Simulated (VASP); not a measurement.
Ta: single point with PBEsol

Ta:

```
Ta
1.0
     2.77676    0.00000    0.00000
    -1.38838    2.40474    0.00000
     0.00000    0.00000    9.58045
Ta
4
Cartesian
  -1.3884 2.4047 9.5804
  1.3884 2.4047 4.7902
  0.0000 1.6032 2.3951
  1.3884 0.8016 7.1853
```

This isn't the form of Ta at room conditions, which is bcc.

```yaml
Program: VASP 6.6.1
Task: single point
Functional: PBEsol
Potentials_or_basis: VASP PAW PBE potentials, release 64 (Ta_pv)
Cutoff: 520 eV
k_mesh: 14 × 14 × 4
Occupations: fermi-dirac, width 0.1 eV
Spin: no spin polarisation
```

```json
{
 "Pressure": "32.8 GPa",
 "Band gap on the k mesh": "zero (bands 22 and 23 overlap by 1.30 eV)"
}
```

Stress tensor (GPa, compression positive):
```
32.33  0.00  0.00
 0.00 32.33  0.00
 0.00  0.00 33.75
```

Levels at points of the mesh, in eV from the Fermi level:
| k point | band 20 | band 21 | band 22 | band 23 | band 24 | band 25 |
| --- | --- | --- | --- | --- | --- | --- |
| (0.00, 0.00, 0.00) | 0.29 | 0.29 | 0.42 | 0.42 | 0.79 | 0.88 |
| (0.50, 0.00, 0.00) | -1.41 | -0.29 | 0.51 | 0.66 | 2.32 | 2.78 |
| (0.00, 0.00, 0.50) | -0.29 | 0.43 | 0.43 | 0.43 | 0.43 | 0.84 |
| (0.50, 0.00, 0.50) | -1.36 | 0.79 | 0.79 | 1.11 | 1.11 | 1.81 |

Wall time 52 s on 1 thread of Intel(R) Xeon(R) 6975P-C (Granite Rapids), on a shared host, peak memory 0.24 GiB.

Caveat: the cell stands under pressure; the PAW data sets were made with another functional, which shifts forces and pressure a little; spin-orbit coupling is left out, which moves the levels of the heavy elements.
